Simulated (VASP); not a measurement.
# GaP (F-43m) in VASP: further runs, part 2 of 2

VASP 6.6.1. Earlier steps stand in the parts before.

### Step 4. Single point, PBE

This run uses another cell than the first one, of 19.51 Å³/atom, 0.936 times its volume.

INCAR

```
SYSTEM = GaP
PREC = Accurate
ENCUT = 500
EDIFF = 1E-6
ISMEAR = 0
SIGMA = 0.01
LREAL = .FALSE.
LASPH = .TRUE.
NELM = 120
ALGO = Normal
ISIF = 2
LWAVE = .FALSE.
LCHARG = .FALSE.
GGA = PE
NBANDS = 16
GGA_COMPAT = .FALSE.
```

KPOINTS

```
regular mesh
0
G
  8 8 8
  0 0 0
```

POSCAR

```
GaP
1.0
    0.0000000000      2.6921874410      2.6921874410
    2.6921874410      0.0000000000      2.6921874410
    2.6921874410      2.6921874410      0.0000000000
Ga P
1 1
Direct
    0.0000000000      0.0000000000      0.0000000000
    0.7500000000      0.7500000000      0.7500000000
```

Potentials or basis: VASP PAW PBE potentials, release 64 (Ga_d, P).

Command:

```bash
$ cat potpaw_PBE.64/Ga_d/POTCAR potpaw_PBE.64/P/POTCAR > POTCAR
$ mpirun -np 1 vasp_std > vasp.out
```

OUTCAR:

```text
SYSTEM = GaP
   PREC = Accurate
   ENCUT = 500
   EDIFF = 1E-6
   ISMEAR = 0
   LREAL = .FALSE.
   LASPH = .TRUE.
   NELM = 120
   ISIF = 2
   GGA = PE

 ion  position               nearest neighbor table
   1  0.000  0.000  0.000-   2 2.33   2 2.33   2 2.33   2 2.33
   2  0.750  0.750  0.750-   1 2.33   1 2.33   1 2.33   1 2.33

  LATTYP: Found a face centered cubic cell.
 ALAT       =     5.3843748820

  Lattice vectors:

 A1 = (   0.0000000000,   2.6921874410,   2.6921874410)
 A2 = (   2.6921874410,   0.0000000000,   2.6921874410)
 A3 = (   2.6921874410,   2.6921874410,   0.0000000000)

Analysis of symmetry for initial positions (statically):
=====================================================================
 Subroutine PRICEL returns:
 Original cell was already a primitive cell.

 Routine SETGRP: Setting up the symmetry group for a
 face centered cubic supercell.

 Subroutine GETGRP returns: Found 24 space group operations
 (whereof 24 operations were pure point group operations)
 out of a pool of 48 trial point group operations.

The static configuration has the point symmetry T_d .

Analysis of symmetry for dynamics (positions and initial velocities):
=====================================================================
 Subroutine PRICEL returns:
 Original cell was already a primitive cell.

 Routine SETGRP: Setting up the symmetry group for a
 face centered cubic supercell.

 Subroutine GETGRP returns: Found 24 space group operations
 (whereof 24 operations were pure point group operations)
 out of a pool of 48 trial point group operations.

The dynamic configuration has the point symmetry T_d .

 Subroutine INISYM returns: Found 24 space group operations
 (whereof 24 operations are pure point group operations),
 and found     1 'primitive' translations

----------------------------------------------------------------------------------------

                                     Primitive cell

  volume of cell :      39.0253

  direct lattice vectors                    reciprocal lattice vectors
     0.000000000  2.692187441  2.692187441    -0.185722581  0.185722581  0.185722581
     2.692187441  0.000000000  2.692187441     0.185722581 -0.185722581  0.185722581
     2.692187441  2.692187441  0.000000000     0.185722581  0.185722581 -0.185722581

  length of vectors
     3.807327992  3.807327992  3.807327992     0.321680946  0.321680946  0.321680946

  position of ions in fractional coordinates (direct lattice)
     0.000000000  0.000000000  0.000000000
     0.750000000  0.750000000  0.750000000

  ion indices of the primitive-cell ions
   primitive index   ion index
                 1           1
                 2           2

----------------------------------------------------------------------------------------

 KPOINTS: regular mesh

Automatic generation of k-mesh.
 Grid dimensions read from file:
 generate k-points for:    8    8    8

 Generating k-lattice:

  Cartesian coordinates                     Fractional coordinates (reciprocal lattice)
    -0.023215323  0.023215323  0.023215323     0.125000000  0.000000000  0.000000000
     0.023215323 -0.023215323  0.023215323     0.000000000  0.125000000  0.000000000
     0.023215323  0.023215323 -0.023215323     0.000000000  0.000000000  0.125000000

  Length of vectors
     0.040210118  0.040210118  0.040210118

  Shift w.r.t. Gamma in fractional coordinates (k-lattice)
     0.000000000  0.000000000  0.000000000

 Subroutine IBZKPT returns following result:
 ===========================================

 Found     29 irreducible k-points:

 Following reciprocal coordinates:
            Coordinates               Weight
  0.000000  0.000000  0.000000      1.000000
  0.125000  0.000000  0.000000      8.000000
  0.250000  0.000000  0.000000      8.000000
  0.375000  0.000000  0.000000      8.000000
  0.500000  0.000000  0.000000      4.000000
  0.125000  0.125000  0.000000      6.000000
[... 16 lines left out ...]
  0.500000  0.250000  0.125000     48.000000
 -0.375000  0.250000  0.125000     24.000000
 [... further k-points ...]
   k-points           NKPTS =     29   k-points in BZ     NKDIM =     29   number of bands    NBANDS=     16
   number of dos      NEDOS =    301   number of ions     NIONS =      2
   total plane-waves  NPLWV =  21952
   dimension x,y,z NGX =    28 NGY =   28 NGZ =   28
   dimension x,y,z NGXF=    56 NGYF=   56 NGZF=   56
   ions per type =               1   1
   NGX,Y,Z   is equivalent  to a cutoff of  12.23, 12.23, 12.23 a.u.
   NGXF,Y,Z  is equivalent  to a cutoff of  24.45, 24.45, 24.45 a.u.
 SYSTEM =  GaP
   PREC   = accura    normal or accurate (medium, high low for compatibility)
   ISTART =      0    job   : 0-new  1-cont  2-samecut
   ICHARG =      2    charge: 1-file 2-atom 10-const
   ISPIN  =      1    spin polarized calculation?
   LNONCOLLINEAR =      F non collinear calculations
   LSORBIT =      F    spin-orbit coupling
   LASPH  =      T    aspherical Exc in radial PAW
   ENCUT  =  500.0 eV  36.75 Ry    6.06 a.u.   6.94  6.94  6.94*2*pi/ulx,y,z
   NELM   =    120;   NELMIN=  2; NELMDL= -5     # of ELM steps
   EDIFF  = 0.1E-05   stopping-criterion for ELM
   LREAL  =      F    real-space projection
   EDIFFG = 0.1E-04   stopping-criterion for IOM
   NSW    =      0    number of steps for IOM
   IBRION =     -1    ionic relax: 0-MD 1-quasi-New 2-CG
   NFREE  =      0    steps in history (QN), initial steepest desc. (CG)
   ISIF   =      2    stress and relaxation
   ISYM   =      2    0-nonsym 1-usesym 2-fastsym
   POTIM  = 0.5000    time-step for ionic-motion
   TEBEG  =    0.0;   TEEND  =   0.0 temperature during run
   PSTRESS=    0.0 pullay stress
   NELECT =      18.0000    total number of electrons
   NUPDOWN=      -1.0000    fix difference up-down
   EMIN   =  10.00;   EMAX   =-10.00  energy-range for DOS
   EFERMI =   0.00;   METHOD = LEGACY
   ISMEAR =     0;   SIGMA  =   0.01  broadening in eV -4-tet -1-fermi 0-gaus
   EFERMI_NEDOS =   21; number of points for ismear=-14 and -15
   IALGO  =     38    algorithm
   IMIX   =      4    mixing-type and parameters
     AMIX     =   0.40;   BMIX     =  1.00
     AMIX_MAG =   1.60;   BMIX_MAG =  1.00
  volume/ion in A,a.u.               =      19.51       131.68
  Fermi-wavevector in a.u.,A,eV,Ry     =   1.264883  2.390282 21.768357  1.599929
  Thomas-Fermi vector in A             =   2.398165
   LORBIT       =      0    0 simple, 1 ext, 2 COOP (PROOUT), +10 PAW based schemes
   GGA     = PE    functional components
   LHFCALC =     F    Hartree Fock is set to
   AEXX    =    0.0000 exact exchange contribution
   IVDW    =     0    specifies the selected vdW correction
   LEPSILON=     F    determine dielectric tensor
   LRPA    =     F    only Hartree local field effects (RPA)
 non-spin polarized calculation
 Gauss-broadening in eV      SIGMA  =   0.01
  energy-cutoff  :      500.00
  volume of cell :       39.03
 maximum number of plane-waves:      1002
   NGX = 13   NGY = 13   NGZ = 13

 number of electron      17.9999995 magnetization

 Free energy of the ion-electron system (eV)
  ---------------------------------------------------
  ext. energy  EPLUGINS =         0.00000000
  ---------------------------------------------------
  free energy    TOTEN  =        -9.07813543 eV

  energy without entropy =       -9.07813543  energy(sigma->0) =       -9.07813543

 E-fermi :   5.1487     XC(G=0): -10.0009

 val. band max:        5.0339185221   @ k =   0.0000   0.0000   0.0000
 cond. band min:       6.6092576785   @ k =   0.5000   0.5000   0.0000
 fundamental gap:      1.5753391564
 Fermi energy:         5.1486664502

 k-point     1 :       0.0000    0.0000    0.0000
  band No.  band energies     occupation
      1      -9.5840      2.00000
      2      -9.5840      2.00000
      3      -9.5840      2.00000
      4      -9.4726      2.00000
      5      -9.4726      2.00000
      6      -7.7397      2.00000
[... 8 lines left out ...]
     15      14.8710      0.00000
     16      14.8710      0.00000

 k-point     2 :       0.1250    0.0000    0.0000
  band No.  band energies     occupation
      1      -9.6006      2.00000
      2      -9.5787      2.00000
      3      -9.5787      2.00000
      4      -9.4727      2.00000
      5      -9.4727      2.00000
      6      -7.5268      2.00000
[... 8 lines left out ...]
     15      14.2272      0.00000
     16      14.9124      0.00000
[... 387 lines left out ...]
      5      -9.4625      2.00000
      6      -5.6146      2.00000
[... 8 lines left out ...]
     15      16.7789      0.00000
     16      18.0330      0.00000

 k-point    24 :      -0.3750    0.2500    0.1250
  band No.  band energies     occupation
      1      -9.6852      2.00000
      2      -9.5494      2.00000
      3      -9.5357      2.00000
      4      -9.4787      2.00000
      5      -9.4644      2.00000
      6      -5.1231      2.00000
[... 8 lines left out ...]
     15      17.1681      0.00000
     16      17.7605      0.00000

 [... further k-points ...]
[... 5 lines left out ...]
  --------------------------------------------------------------------------------------
  -------------------------------------------------------------------------------------
  Total        1.4320367      1.4320367      1.4320367      0.0000000      0.0000000     -0.0000000
  in kB       58.7920849     58.7920849     58.7920849      0.0000000      0.0000000     -0.0000000
  external PRESSURE =      58.7920849 kB  Pullay stress =       0.0000000 kB

 VOLUME and BASIS-vectors are now :
 -----------------------------------------------------------------------------
  energy-cutoff  :      500.00
  volume of cell :       39.03
      direct lattice vectors                 reciprocal lattice vectors
     0.000000000  2.692187441  2.692187441    -0.185722581  0.185722581  0.185722581
     2.692187441  0.000000000  2.692187441     0.185722581 -0.185722581  0.185722581
     2.692187441  2.692187441  0.000000000     0.185722581  0.185722581 -0.185722581

 POSITION                                       TOTAL-FORCE (eV/Angst)
 -----------------------------------------------------------------------------------
      0.00000      0.00000      0.00000         0.000000      0.000000      0.000000
      4.03828      4.03828      4.03828        -0.000000     -0.000000     -0.000000
 -----------------------------------------------------------------------------------
    total drift:                               -0.000000     -0.000000     -0.000001

  FREE ENERGIE OF THE ION-ELECTRON SYSTEM (eV)
  ---------------------------------------------------
  free  energy   TOTEN  =        -9.0781354341 eV

  energy  without entropy=       -9.0781354341  energy(sigma->0) =       -9.07813543
```

OSZICAR:

```text
N       E                     dE             d eps       ncg     rms          rms(c)
DAV:   1     0.783977809159E+02    0.78398E+02   -0.88405E+03   960   0.159E+03
DAV:   2    -0.326773363775E+01   -0.81666E+02   -0.77916E+02  1032   0.305E+02
DAV:   3    -0.926614176097E+01   -0.59984E+01   -0.59786E+01  1176   0.646E+01
DAV:   4    -0.935682434972E+01   -0.90683E-01   -0.90667E-01  1104   0.856E+00
DAV:   5    -0.935874878002E+01   -0.19244E-02   -0.19241E-02  1216   0.112E+00    0.443E+00
DAV:   6    -0.910760587918E+01    0.25114E+00   -0.38019E-01  1424   0.109E+01    0.295E+00
DAV:   7    -0.907736608014E+01    0.30240E-01   -0.10296E-01  1264   0.221E+00    0.115E+00
DAV:   8    -0.907761483321E+01   -0.24875E-03   -0.13791E-02  1072   0.143E+00    0.227E-01
DAV:   9    -0.907800599565E+01   -0.39116E-03   -0.13396E-03  1176   0.489E-01    0.769E-02
DAV:  10    -0.907806901073E+01   -0.63015E-04   -0.11004E-04  1408   0.125E-01    0.356E-02
DAV:  11    -0.907813570640E+01   -0.66696E-04   -0.89238E-05  1072   0.765E-02    0.522E-03
DAV:  12    -0.907813543412E+01    0.27228E-06   -0.23721E-06  1088   0.196E-02
   1 F= -.90781354E+01 E0= -.90781354E+01  d E =-.216323E-61
```

stdout:

```text
POSCAR found type information on POSCAR GaP
 POSCAR found :  2 types and       2 ions
 scaLAPACK will be used
 LDA part: xc-table for (Slater+PW92), standard interpolation
 POSCAR, INCAR and KPOINTS ok, starting setup
 FFT: planning ... GRIDC
 FFT: planning ... GRID_SOFT
 FFT: planning ... GRID
 WAVECAR not read
 entering main loop
```

It took 12 s on 1 thread of Intel Xeon 6975P-C (Granite Rapids), shared host; peak memory 0.15 GiB.

Results:

```yaml
Free_energy: -9.0781 eV
Pressure: 5.9 GPa
Band_gap_on_the_k_mesh: 1.58 eV, indirect (least direct gap 2.13 eV)
```

### Step 5. Summary

```csv
spin,cell,cutoff (eV),smearing,gap on the mesh (eV),pressure (GPa)
"non-collinear, zero start, SOC","a = 3.893 Å, angles 60.0°, 2 atoms",520,gaussian 0.02 eV,-,-0.1
off,"a = 3.772 Å, angles 60.0°, 2 atoms",500,gaussian 0.02 eV,1.51,8.9
off,"a = 3.807 Å, angles 60.0°, 2 atoms",500,gaussian 0.01 eV,1.58,5.9
```

Alike in all rows: task single point; level PBE; potentials or basis VASP PAW PBE potentials, release 64 (Ga_d, P); k mesh 8 × 8 × 8.

Absolute energies hang on the potentials; compare differences alone.
